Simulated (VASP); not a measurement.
Write the native input for VASP 6.6.1 that does the following.

```yaml
Task: single point
Functional: PBE
Potentials_or_basis: VASP PAW PBE potentials, release 64 (Ga_d, Sb)
Cutoff: 520 eV
k_mesh: 6 × 6 × 4
Occupations: gaussian, width 0.1 eV
Spin: no spin polarisation
Dipole_correction: no
Further_INCAR_settings: ALGO = Normal; EDIFF = 1e-06; NBANDS = 18
```

The structure of GaSb2 lies in POSCAR:

```
GaSb2
1.0
    4.1774845846     -0.0000000031      0.0000000000
   -2.0887422896      3.6178077758      0.0000000000
    0.0000000000      0.0000000000      5.2319159999
Ga Sb
1 2
Direct
    0.0000000000      0.0000000000      0.5000000000
    0.3333333333      0.6666666667      0.1809043858
    0.6666666667      0.3333333333      0.8190956142
```

The cell was built from a structure type or drawn by symmetry, and may not be a known phase.

These files were run (other wordings do the same):

INCAR

```
SYSTEM = GaSb2
PREC = Accurate ; ENCUT = 520
EDIFF = 1E-6 ; ISMEAR = 0
SIGMA = 0.1 ; LREAL = .False.
LASPH = .True. ; NELM = 80
ALGO = Normal ; ISIF = 2
LWAVE = .False. ; LCHARG = .True.
GGA = PE ; LELF = .True.
LVHAR = .True. ; NBANDS = 18
```

KPOINTS

```
Automatic mesh
0
Gamma
  6 6 4
  0 0 0
```

Potentials or basis: VASP PAW PBE potentials, release 64 (Ga_d, Sb).

Run with:

```bash
$ cat potpaw_PBE.64/Ga_d/POTCAR potpaw_PBE.64/Sb/POTCAR > POTCAR
$ mpirun -np 1 vasp_std > vasp.out
```

It gave:

```json
{
  "Pressure": "0.0 GPa",
  "Largest force": "0.007 eV/Å",
  "Band gap on the k mesh": "zero (an odd number of electrons rules out a gap without spin polarisation)"
}
```

Caveat: spin-orbit coupling is left out, which moves the levels of the heavy elements.

Run time: 41 s on 1 thread of Intel Xeon 8259CL (shared host), peak memory 0.2 GiB.
